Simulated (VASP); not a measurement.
# SiC (Pm-3m) in VASP: notebook

Runs on SiC. Level: PBE. Tasks: single point, relaxation of cell and atoms.

All numbers are computed with VASP 6.6.1; they aren't measurements. Logs are shortened: lines on timing, memory, paths and dates and some standing lists are left out, and cuts for length are marked.

**1. The cell of the first run**

It takes space group Pm-3m (No. 221, cubic). The conventional cell has a = 2.642 Å, b = 2.642 Å, c = 2.642 Å, α = 90.00°, β = 90.00°, γ = 90.00°. Within 3.0 Å of Si (site symmetry m-3m) lie 8 C at 2.29 Å and 6 Si at 2.64 Å. Within 3.0 Å of C (site symmetry m-3m) lie 8 Si at 2.29 Å and 6 C at 2.64 Å.

**2. Single point, PBE**

Contents of INCAR:

```
SYSTEM = SiC
  PREC = Accurate
  ENCUT = 520
  EDIFF = 1E-6
  ISMEAR = 0
  SIGMA = 0.1
  LREAL = .False.
  LASPH = .True.
  NELM = 60
  ALGO = Normal
  ISIF = 2
  LWAVE = .False.
  LCHARG = .False.
  GGA = PE
  NBANDS = 26
```

Contents of KPOINTS:

```
Automatic mesh
0
Gamma
  8 4 4
  0 0 0
```

Contents of POSCAR:

```
SiC
1.0
    2.6415344573      0.0000000000      0.0000000000
    0.0000000000      5.2830689146      0.0000000000
    0.0000000000      0.0000000000      5.2830689146
Si C
4 4
Direct
    0.5000000000      0.2500000000      0.2500000000
    0.5000000000      0.2500000000      0.7500000000
    0.5000000000      0.7500000000      0.2500000000
    0.5000000000      0.7500000000      0.7500000000
    1.0000000000      0.5000000000      0.5000000000
    1.0000000000      0.5000000000      0.0000000000
    0.0000000000      1.0000000000      0.5000000000
    0.0000000000      0.0000000000      0.0000000000
```

Potentials or basis: VASP PAW PBE potentials, release 64 (Si, C).

Started as:

```
$ cat potpaw_PBE.64/Si/POTCAR potpaw_PBE.64/C/POTCAR > POTCAR
$ mpirun -np 1 vasp_std > vasp.out
```

OUTCAR:

```text
SYSTEM = SiC
   PREC = Accurate
   ENCUT = 520
   EDIFF = 1E-6
   ISMEAR = 0
   LREAL = .False.
   LASPH = .True.
   NELM = 60
   ISIF = 2
   GGA = PE

 ion  position               nearest neighbor table
   1  0.500  0.250  0.250-   5 2.29   6 2.29   7 2.29   8 2.29   5 2.29   6 2.29   7 2.29   8 2.29
                             2 2.64   3 2.64   2 2.64   3 2.64
   2  0.500  0.250  0.750-   5 2.29   6 2.29   7 2.29   8 2.29   5 2.29   6 2.29   7 2.29   8 2.29
                             1 2.64   4 2.64   1 2.64   4 2.64
   3  0.500  0.750  0.250-   5 2.29   6 2.29   7 2.29   8 2.29   5 2.29   6 2.29   7 2.29   8 2.29
                             1 2.64   4 2.64   4 2.64   1 2.64
   4  0.500  0.750  0.750-   5 2.29   6 2.29   7 2.29   8 2.29   5 2.29   6 2.29   7 2.29   8 2.29
                             2 2.64   3 2.64   3 2.64   2 2.64
   5  0.000  0.500  0.500-   1 2.29   2 2.29   3 2.29   4 2.29   1 2.29   2 2.29   3 2.29   4 2.29

   6  0.000  0.500  0.000-   1 2.29   2 2.29   3 2.29   4 2.29   1 2.29   2 2.29   3 2.29   4 2.29

   7  0.000  0.000  0.500-   1 2.29   2 2.29   3 2.29   4 2.29   1 2.29   2 2.29   3 2.29   4 2.29

   8  0.000  0.000  0.000-   1 2.29   2 2.29   3 2.29   4 2.29   1 2.29   2 2.29   3 2.29   4 2.29

  LATTYP: Found a simple tetragonal cell.
 ALAT       =     5.2830689146
 C/A-ratio  =     0.5000000000

  Lattice vectors:

 A1 = (   0.0000000000,   5.2830689146,   0.0000000000)
 A2 = (   0.0000000000,   0.0000000000,   5.2830689146)
 A3 = (   2.6415344573,   0.0000000000,   0.0000000000)

Analysis of symmetry for initial positions (statically):
=====================================================================
 Subroutine PRICEL returns following result:

  LATTYP: Found a simple cubic cell.
 ALAT       =     2.6415344573

  Lattice vectors:

 A1 = (   2.6415344573,   0.0000000000,   0.0000000000)
 A2 = (   0.0000000000,   2.6415344573,   0.0000000000)
 A3 = (   0.0000000000,   0.0000000000,   2.6415344573)

   4 primitive cells build up your supercell.

 Routine SETGRP: Setting up the symmetry group for a
 simple tetragonal supercell.

 Subroutine GETGRP returns: Found 16 space group operations
 (whereof 16 operations were pure point group operations)
 out of a pool of 16 trial point group operations.

The static configuration has the point symmetry D_4h.

Analysis of symmetry for dynamics (positions and initial velocities):
=====================================================================
 Subroutine PRICEL returns following result:

  LATTYP: Found a simple cubic cell.
 ALAT       =     2.6415344573

[... 117 lines left out ...]
   EDIFFG = 0.1E-04   stopping-criterion for IOM
   NSW    =      0    number of steps for IOM
   IBRION =     -1    ionic relax: 0-MD 1-quasi-New 2-CG
   NFREE  =      0    steps in history (QN), initial steepest desc. (CG)
   ISIF   =      2    stress and relaxation
   ISYM   =      2    0-nonsym 1-usesym 2-fastsym
   POTIM  = 0.5000    time-step for ionic-motion
   TEBEG  =    0.0;   TEEND  =   0.0 temperature during run
   PSTRESS=    0.0 pullay stress
   NELECT =      32.0000    total number of electrons
   NUPDOWN=      -1.0000    fix difference up-down
   EMIN   =  10.00;   EMAX   =-10.00  energy-range for DOS
   EFERMI =   0.00;   METHOD = LEGACY
   ISMEAR =     0;   SIGMA  =   0.10  broadening in eV -4-tet -1-fermi 0-gaus
   EFERMI_NEDOS =   21; number of points for ismear=-14 and -15
   IALGO  =     38    algorithm
   IMIX   =      4    mixing-type and parameters
     AMIX     =   0.40;   BMIX     =  1.00
     AMIX_MAG =   1.60;   BMIX_MAG =  1.00
  volume/ion in A,a.u.               =       9.22        62.19
  Fermi-wavevector in a.u.,A,eV,Ry     =   1.239506  2.342326 20.903644  1.536375
  Thomas-Fermi vector in A             =   2.373986
   LORBIT       =      0    0 simple, 1 ext, 2 COOP (PROOUT), +10 PAW based schemes
   GGA     = PE    functional components
   LHFCALC =     F    Hartree Fock is set to
   AEXX    =    0.0000 exact exchange contribution
   IVDW    =     0    specifies the selected vdW correction
   LEPSILON=     F    determine dielectric tensor
   LRPA    =     F    only Hartree local field effects (RPA)
 non-spin polarized calculation
 Gauss-broadening in eV      SIGMA  =   0.10
  energy-cutoff  :      520.00
  volume of cell :       73.73
 maximum number of plane-waves:      2002
 NGX is ok and might be reduce to    20

 number of electron      31.9999998 magnetization

 Free energy of the ion-electron system (eV)
  ---------------------------------------------------
  ext. energy  EPLUGINS =         0.00000000
  ---------------------------------------------------
  free energy    TOTEN  =       -43.70428043 eV

  energy without entropy =      -43.68970674  energy(sigma->0) =      -43.69699359

 E-fermi :  11.1785     XC(G=0): -12.3954

 val. band max:       11.0907267741   @ k =   0.2500   0.2500   0.0000
 cond. band min:      11.2036701534   @ k =   0.3750   0.2500   0.2500
 fundamental gap:      0.1129433793
 Fermi energy:        11.1785383740

 k-point     1 :       0.0000    0.0000    0.0000
  band No.  band energies     occupation
      1      -6.3403      2.00000
      2      -2.2548      2.00000
      3      -2.2548      2.00000
      4      -0.7098      2.00000
      5      -0.7098      2.00000
      6       1.2556      2.00000
[... 685 lines left out ...]
     25      16.3037      0.00000
     26      16.3037      0.00000

 [... further k-points ...]
[... 5 lines left out ...]
  --------------------------------------------------------------------------------------
  -------------------------------------------------------------------------------------
  Total        0.0112613      0.0112422      0.0112422      0.0000000      0.0000000      0.0000000
  in kB        0.2447197      0.2443054      0.2443054      0.0000000      0.0000000      0.0000000
  external PRESSURE =       0.2444435 kB  Pullay stress =       0.0000000 kB

 VOLUME and BASIS-vectors are now :
 -----------------------------------------------------------------------------
  energy-cutoff  :      520.00
  volume of cell :       73.73
      direct lattice vectors                 reciprocal lattice vectors
     2.641534457  0.000000000  0.000000000     0.378567842  0.000000000  0.000000000
     0.000000000  5.283068915  0.000000000     0.000000000  0.189283921  0.000000000
     0.000000000  0.000000000  5.283068915     0.000000000  0.000000000  0.189283921

 POSITION                                       TOTAL-FORCE (eV/Angst)
 -----------------------------------------------------------------------------------
      1.32077      1.32077      1.32077         0.000000      0.000000     -0.000000
      1.32077      1.32077      3.96230        -0.000000      0.000000      0.000000
      1.32077      3.96230      1.32077        -0.000000     -0.000000     -0.000000
      1.32077      3.96230      3.96230        -0.000000      0.000000      0.000000
      0.00000      2.64153      2.64153         0.000000     -0.000000      0.000000
      0.00000      2.64153      0.00000         0.000000     -0.000000      0.000000
      0.00000      0.00000      2.64153         0.000000     -0.000000     -0.000000
      0.00000      0.00000      0.00000         0.000000      0.000000      0.000000
 -----------------------------------------------------------------------------------
    total drift:                               -0.000000     -0.000000      0.000000

  FREE ENERGIE OF THE ION-ELECTRON SYSTEM (eV)
  ---------------------------------------------------
  free  energy   TOTEN  =       -43.7042804326 eV

  energy  without entropy=      -43.6897067444  energy(sigma->0) =      -43.69699359
```

OSZICAR:

```text
N       E                     dE             d eps       ncg     rms          rms(c)
DAV:   1     0.625720674614E+02    0.62572E+02   -0.14403E+04  1560   0.112E+03
DAV:   2    -0.403762064242E+02   -0.10295E+03   -0.96490E+02  1996   0.179E+02
DAV:   3    -0.456287034898E+02   -0.52525E+01   -0.50694E+01  2016   0.343E+01
DAV:   4    -0.456953983866E+02   -0.66695E-01   -0.66378E-01  1942   0.416E+00
DAV:   5    -0.456967520667E+02   -0.13537E-02   -0.13515E-02  2006   0.473E-01    0.101E+01
DAV:   6    -0.437193599240E+02    0.19774E+01   -0.63405E+00  1816   0.102E+01    0.470E+00
DAV:   7    -0.437198346743E+02   -0.47475E-03   -0.32561E-01  1792   0.310E+00    0.213E+00
DAV:   8    -0.437055764088E+02    0.14258E-01   -0.23749E-02  1808   0.800E-01    0.464E-01
DAV:   9    -0.437042443648E+02    0.13320E-02   -0.18854E-03  1934   0.232E-01    0.108E-01
DAV:  10    -0.437043118794E+02   -0.67515E-04   -0.45114E-04  1938   0.101E-01    0.413E-02
DAV:  11    -0.437042808394E+02    0.31040E-04   -0.99850E-05  1858   0.435E-02    0.781E-03
DAV:  12    -0.437042804326E+02    0.40683E-06   -0.78003E-06  1852   0.150E-02
   1 F= -.43704280E+02 E0= -.43696994E+02  d E =-.145737E-01
```

It took 18 s on 1 thread of Intel Xeon 6975P-C (Granite Rapids), shared host; peak memory 0.19 GiB.

What came out:

```yaml
Free_energy: -43.7043 eV
Pressure: 0.0 GPa
Band_gap_on_the_k_mesh: zero (band 16 reaches 12.25 eV, above the bottom of band 17 at 9.63 eV)
```

Levels at points of the mesh, in eV from the Fermi level:
```
           k point  band 14  band 15  band 16  band 17  band 18  band 19
(0.00, 0.00, 0.00)     0.89     0.89     0.89     1.49     2.41     4.97
(0.50, 0.00, 0.00)    -4.37    -1.54    -1.54    -1.54     0.70     0.89
(0.00, 0.50, 0.00)    -0.29    -0.29    -0.29     1.56     1.56     3.11
(0.50, 0.50, 0.00)    -3.62    -0.89    -0.89    -0.46    -0.46     1.56
(0.00, 0.50, 0.50)     0.48     0.48     0.48     3.48     3.48     3.48
(0.50, 0.50, 0.50)    -2.34    -2.34    -2.34     0.53     0.53     0.53
```

**3. Relaxation of cell and atoms, PBE**

This run uses another cell than the first one: it holds 2 atoms, not 8.

Contents of INCAR:

```
ALGO     = Normal         # electronic algorithm
EDIFF    = 1E-6           # SCF threshold, eV
EDIFFG   = -0.01          # ionic threshold
ENCUT    = 600            # plane-wave cutoff, eV
GGA      = PE             # functional
IBRION   = 2              # ionic algorithm
ISIF     = 3              # what is computed and relaxed
ISMEAR   = 0              # smearing method
LASPH    = True           # aspherical terms in the spheres
LCHARG   = False          # write CHGCAR
LREAL    = False          # projectors in reciprocal space
LWAVE    = False          # write WAVECAR
NELM     = 100            # most SCF steps
NSW      = 100            # ionic steps
PREC     = Accurate       # precision mode
SIGMA    = 0.1            # smearing width, eV
```

Contents of KPOINTS:

```
k-points
0
Gamma
  20 20 20
```

Contents of POSCAR:

```
SiC
1.0
    2.6368399633      0.0000000000      0.0000000000
    0.0000000000      2.6368399633      0.0000000000
    0.0000000000      0.0000000000      2.6368399633
Si C
1 1
Direct
    0.5000000000      0.5000000000      0.5000000000
    0.0000000000      0.0000000000      0.0000000000
```

Potentials or basis: VASP PAW PBE potentials, release 64 (Si, C).

Started as:

```
$ cat potpaw_PBE.64/Si/POTCAR potpaw_PBE.64/C/POTCAR > POTCAR
$ mpirun -np 1 vasp_std > vasp.out
```

OUTCAR:

```text
EDIFF = 1E-6
   EDIFFG = -0.01
   ENCUT = 600
   GGA = PE
   IBRION = 2
   ISIF = 3
   ISMEAR = 0
   LASPH = True
   LREAL = False
   NELM = 100
   NSW = 100
   PREC = Accurate

 ion  position               nearest neighbor table
   1  0.500  0.500  0.500-   2 2.28   2 2.28   2 2.28   2 2.28   2 2.28   2 2.28   2 2.28   2 2.28

   2  0.000  0.000  0.000-   1 2.28   1 2.28   1 2.28   1 2.28   1 2.28   1 2.28   1 2.28   1 2.28

  LATTYP: Found a simple cubic cell.
 ALAT       =     2.6368399633

  Lattice vectors:

 A1 = (   2.6368399633,   0.0000000000,   0.0000000000)
 A2 = (   0.0000000000,   2.6368399633,   0.0000000000)
 A3 = (   0.0000000000,   0.0000000000,   2.6368399633)

Analysis of symmetry for initial positions (statically):
=====================================================================
 Subroutine PRICEL returns:
 Original cell was already a primitive cell.
[... 253 lines left out ...]

 E-fermi :  11.1740     XC(G=0): -12.3940

 val. band max:       11.1604642563   @ k =   0.4500   0.2500   0.1000
 cond. band min:      11.1739937708   @ k =   0.2500   0.1500   0.0000
 fundamental gap:      0.0135295145
 Fermi energy:        11.1739828232

 k-point     1 :       0.0000    0.0000    0.0000
  band No.  band energies     occupation
      1      -6.3419      2.00000
      2      10.0648      2.00000
      3      10.0648      2.00000
      4      10.0648      2.00000
      5      12.6601      0.00000
      6      16.1471      0.00000
      7      16.1471      0.00000
      8      23.8852      0.00000
[... 243 lines left out ...]
 k-point    24 :       0.2000    0.1000    0.0000
  band No.  band energies     occupation
      1      -5.3833      2.00000
      2       5.8344      2.00000
      3       8.9959      2.00000
      4      10.7370      2.00000
      5      14.6556      0.00000
      6      17.4617      0.00000
      7      19.1645      0.00000
      8      21.7115      0.00000

 [... further k-points ...]
[... 5 lines left out ...]
  --------------------------------------------------------------------------------------
  -------------------------------------------------------------------------------------
  Total       -0.0003803     -0.0003803     -0.0003803     -0.0000000      0.0000000     -0.0000000
  in kB       -0.0330431     -0.0330431     -0.0330431     -0.0000000      0.0000000     -0.0000000
  external PRESSURE =      -0.0330431 kB  Pullay stress =       0.0000000 kB
[... 17 lines left out ...]
  FREE ENERGIE OF THE ION-ELECTRON SYSTEM (eV)
  ---------------------------------------------------
  free  energy   TOTEN  =       -10.9118696095 eV

  energy  without entropy=      -10.9079045995  energy(sigma->0) =      -10.90988710

 reached required accuracy - stopping structural energy minimisation
```

OSZICAR:

```text
N       E                     dE             d eps       ncg     rms          rms(c)
DAV:   1     0.556993187767E+01    0.55699E+01   -0.45978E+03  4608   0.104E+03
DAV:   2    -0.111637648107E+02   -0.16734E+02   -0.16130E+02  6968   0.943E+01
DAV:   3    -0.114052348148E+02   -0.24147E+00   -0.23901E+00  5192   0.135E+01
[... 16 lines left out ...]
       N       E                     dE             d eps       ncg     rms          rms(c)
DAV:   1    -0.109118899288E+02   -0.60593E-04   -0.12192E-03  5192   0.288E-01    0.363E-02
DAV:   2    -0.109118742142E+02    0.15715E-04   -0.44312E-05  4936   0.435E-02    0.156E-02
DAV:   3    -0.109118705783E+02    0.36359E-05   -0.19292E-06  3784   0.125E-02    0.667E-03
DAV:   4    -0.109118696095E+02    0.96883E-06   -0.11417E-06  2504   0.804E-03
   3 F= -.10911870E+02 E0= -.10909887E+02  d E =-.306297E-03
```

CONTCAR:

```text
SiC
   1.00000000000000
     2.6418649653327093   -0.0000000000000000    0.0000000000000000
    -0.0000000000000000    2.6418649653327093   -0.0000000000000000
    -0.0000000000000000    0.0000000000000000    2.6418649653327093
  Si              C
     1     1
Direct
     0.5000000000000000    0.5000000000000000    0.5000000000000000
     0.0000000000000000    0.0000000000000000    0.0000000000000000

  0.00000000E+00  0.00000000E+00  0.00000000E+00
  0.00000000E+00  0.00000000E+00  0.00000000E+00
```

Wall time 20 s (1 thread of Intel Xeon 6975P-C (Granite Rapids), shared host); peak memory 0.17 GiB.

What came out:

```yaml
Free_energy: -10.9119 eV
Relaxed_volume: 9.22 Å³/atom
Relaxed_cell: a = 2.642 Å, b = 2.642 Å, c = 2.642 Å, α = 90.00°, β = 90.00°, γ = 90.00°
Space_group_after_relaxing_to_0.05_Å: Pm-3m (No. 221)
Energy_gained_by_relaxing: 0.2 meV/atom
Ionic_steps: 3
Pressure_after_relaxing: 0.0 GPa
Band_gap_on_the_k_mesh: zero (band 4 reaches 12.39 eV, above the bottom of band 5 at 8.41 eV)
```

Step by step:
```tsv
step	energy change (eV)	largest force (eV/Å)	pressure (GPa)	volume (Å³)
1	0.0000	0.0000	0.94	18.33
2	-0.0003	0.0000	-0.34	18.48
3	-0.0003	0.0000	0.00	18.44
```

Final structure:
```
Si C
1.0
     2.64186    0.00000    0.00000
     0.00000    2.64186    0.00000
     0.00000    0.00000    2.64186
Si C
1 1
Direct
  0.50000 0.50000 0.50000
  0.00000 0.00000 0.00000
```
